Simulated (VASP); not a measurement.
Input of a VASP 6.6.1 run:

INCAR

```
ALGO     = Normal         # electronic algorithm
EDIFF    = 1E-6           # SCF threshold, eV
ENCUT    = 520            # plane-wave cutoff, eV
GGA      = PE             # functional
GGA_COMPAT= F            
ISIF     = 2              # what is computed and relaxed
ISMEAR   = -1             # smearing method
LASPH    = T              # aspherical terms in the spheres
LCHARG   = T              # write CHGCAR
LNONCOLLINEAR= T              # non-collinear magnetism
LORBIT   = 11             # projections on sites
LORBMOM  = T            
LREAL    = F              # projectors in reciprocal space
LSORBIT  = T              # spin-orbit coupling
LVHAR    = T            
LWAVE    = F              # write WAVECAR
MAGMOM   = 0 0 0          # initial moments
NBANDS   = 23             # bands
NELM     = 150            # most SCF steps
PREC     = Accurate       # precision mode
SIGMA    = 0.05           # smearing width, eV
```

KPOINTS

```
k-points
0
Gamma
  16 16 16
```

Contents of POSCAR:

```
Cd
1.0
   -1.7982464081      1.7982464081      1.7982464081
    1.7982464081     -1.7982464081      1.7982464081
    1.7982464081      1.7982464081     -1.7982464081
Cd
1
Direct
    0.0000000000      0.0000000000      0.0000000000
```

Potentials or basis: VASP PAW PBE potentials, release 64 (Cd).

Run with:

```bash
$ cat potpaw_PBE.64/Cd/POTCAR > POTCAR
$ mpirun -np 1 vasp_ncl > vasp.out
```

**Question.** Predict the pressure.

**Answer.** 0.3 GPa.

**Question.** Predict the net moment.

**Answer.** 0.00 μB per cell.

Moments on the atoms (μB; x, y, z):
```
Cd  0.00 0.00 0.00
```
